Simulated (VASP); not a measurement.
Write the native input for VASP 6.6.1 that does the following.

```
Task                   : single point
Functional             : PBEsol
Potentials or basis    : VASP PAW PBE potentials, release 64 (Mo_sv, S)
Cutoff                 : 520 eV
k mesh                 : 8 × 8 × 1
Occupations            : fermi-dirac, width 0.05 eV
Spin                   : no spin polarisation
Dipole correction      : no
Further INCAR settings : ALGO = Normal; EDIFF = 1e-06; NBANDS = 35
```

The structure of MoS2 lies in POSCAR:

```
MoS2
1.0
    3.1845414560      0.0000000000      0.0000000000
   -1.5922707280      2.7578938003      0.0000000000
    0.0000000000      0.0000000000     22.1039454144
Mo S
2 4
Direct
    0.3333333333      0.6666666667      0.8511602300
    0.6666666667      0.3333333333      0.1488397700
    0.6666666667      0.3333333333      0.7796253900
    0.3333333333      0.6666666667      0.0772510000
    0.6666666667      0.3333333333      0.9227490000
    0.3333333333      0.6666666667      0.2203746100
```

These files were run (other wordings do the same):

INCAR

```
SYSTEM = MoS2
ALGO     = Normal         ! electronic algorithm
EDIFF    = 1E-6           ! SCF threshold, eV
ENCUT    = 520            ! plane-wave cutoff, eV
GGA      = PS             ! functional
ISIF     = 2              ! what is computed and relaxed
ISMEAR   = -1             ! smearing method
LASPH    = .TRUE.         ! aspherical terms in the spheres
LCHARG   = .TRUE.         ! write CHGCAR
LELF     = .TRUE.         ! ELF
LREAL    = .FALSE.        ! projectors in reciprocal space
LVHAR    = .TRUE.       
LWAVE    = .FALSE.        ! write WAVECAR
NBANDS   = 35             ! bands
NELM     = 60             ! most SCF steps
PREC     = Accurate       ! precision mode
SIGMA    = 0.05           ! smearing width, eV
```

KPOINTS

```
k-points
0
G
  8 8 1
  0 0 0
```

Potentials or basis: VASP PAW PBE potentials, release 64 (Mo_sv, S).

Command:

```bash
$ cat potpaw_PBE.64/Mo_sv/POTCAR potpaw_PBE.64/S/POTCAR > POTCAR
$ mpirun -np 1 vasp_std > vasp.out
```

Results of the run:

* Largest force: 0.693 eV/Å
* Band gap on the k mesh: 1.58 eV (least direct gap 1.98 eV)

Caveat: there is no dipole correction, which matters where the two faces differ; the PAW data sets were made with another functional, which shifts forces and pressure a little.

Run time: 2.7 min on 1 thread of Intel Xeon 8259CL, with other jobs on the host, peak memory 0.31 GiB.
